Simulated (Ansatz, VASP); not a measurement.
# One calculation of HfB, two programs

File INCAR:

```
PREC = Accurate
ENCUT = 520
EDIFF = 1E-6
ISMEAR = -1
SIGMA = 0.05
LREAL = False
LASPH = True
NELM = 80
ALGO = Normal
ISIF = 2
LWAVE = False
LCHARG = False
NBANDS = 14
```

File KPOINTS:

```
regular mesh
0
Gamma
  10 10 10
```

File POSCAR:

```
HfB
1.0
    0.0000000000      2.3100000000      2.3100000000
    2.3100000000      0.0000000000      2.3100000000
    2.3100000000      2.3100000000      0.0000000000
Hf B
1 1
Direct
    0.5000000000      0.5000000000      0.5000000000
    0.0000000000      0.0000000000      0.0000000000
```

File input.yaml:

```yaml
crystal:
  lattice:
    - [0.0, 2.31, 2.31]
    - [2.31, 0.0, 2.31]
    - [2.31, 2.31, 0.0]
  atoms:
    - { symbol: Hf, position: [0.5, 0.5, 0.5] }
    - { symbol: B, position: [0.0, 0.0, 0.0] }
kpoints:
  mp_grid: { grid: [10, 10, 10] }
scf:
  occupations: { method: fermi_dirac, width: 0.05 }
hamiltonian:
  xc: lda
  pseudopotentials: { kind: all_electron, lapw: { basis_error: 0.001 } }
output:
  forces: true
  stress: true
  eigenvalues: true
```

Alike in both runs: task single point; functional LDA; k mesh 10 × 10 × 10; occupations fermi-dirac, width 0.05 eV; no spin polarisation.

```csv
,VASP,Ansatz
version,VASP 6.6.1,Ansatz 0.2.0
potentials or method,"VASP PAW LDA potentials, release 64 (Hf_pv, B), cutoff 520 eV","all-electron LAPW, scalar-relativistic"
```

VASP gave:

| Property | Result |
| --- | --- |
| gap on the k mesh at the Fermi level (eV) | none |
| pressure (GPa) | 19.7 |

Task: Estimate Ansatz's values.

Result: gap on the k mesh at the Fermi level (eV): none; pressure (GPa): 18.0.

LDA's correlation is that of Perdew and Zunger in VASP and of Perdew and Wang (1992) in Ansatz. A gap of «none» marks a metal or a gap that the smearing closes. Ansatz ran all-electron here, and VASP with PAW potentials.

Neither program's run includes spin-orbit coupling.
